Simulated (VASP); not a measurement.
Write the native input for VASP 6.6.1 that does the following.

- Task: single point
- Functional: revPBE
- Dispersion: D3(BJ)
- Potentials or basis: VASP PAW PBE potentials, release 64 (Ge_d)
- Cutoff: 410 eV
- k mesh: 12 × 12 × 1
- Occupations: gaussian, width 0.03 eV
- Spin: no spin polarisation
- Dipole correction: yes
- Further INCAR settings: ALGO = Normal; EDIFF = 1e-06; NBANDS = 21; NELMDL = -8

The structure of Ge lies in POSCAR:

```
Ge
1.0
    4.0300000000      0.0000000000      0.0000000000
   -2.0150000000      3.4900823773      0.0000000000
    0.0000000000      0.0000000000     14.6800000000
Ge
2
Direct
    0.3333330000      0.6666670000      0.4768392371
    0.6666670000      0.3333330000      0.5231607629
```

One way to write it, as run:

INCAR

```
SYSTEM = Ge
PREC     = Accurate       ! precision mode
ENCUT    = 410            ! plane-wave cutoff, eV
EDIFF    = 1E-6           ! SCF threshold, eV
ISMEAR   = 0              ! smearing method
SIGMA    = 0.03           ! smearing width, eV
LREAL    = .FALSE.        ! projectors in reciprocal space
LASPH    = .TRUE.         ! aspherical terms in the spheres
NELM     = 120            ! most SCF steps
ALGO     = Normal         ! electronic algorithm
ISIF     = 2              ! what is computed and relaxed
LWAVE    = .FALSE.        ! write WAVECAR
LCHARG   = .FALSE.        ! write CHGCAR
LDIPOL   = .TRUE.       
IDIPOL   = 3            
DIPOL    = 0.5 0.5 0.500
GGA      = RE             ! functional
IVDW     = 12             ! dispersion correction
NBANDS   = 21             ! bands
GGA_COMPAT= .FALSE.      
NELMDL   = -8
```

KPOINTS

```
regular mesh
0
G
  12 12 1
  0 0 0
```

Potentials or basis: VASP PAW PBE potentials, release 64 (Ge_d).

The run is started by

```sh
$ cat potpaw_PBE.64/Ge_d/POTCAR > POTCAR
$ mpirun -np 1 vasp_std > vasp.out
```

Results of the run:

| Item | Value |
| --- | --- |
| Largest force | 0.068 eV/Å |
| Band gap on the k mesh | zero (filled and empty bands touch) |
| Dispersion energy per atom | -0.306 eV |

Caveat: the PAW data sets were made with another functional, which shifts forces and pressure a little.

It took 2.5 min on 1 thread of Intel Xeon 8259CL (shared host), peak memory 0.27 GiB.
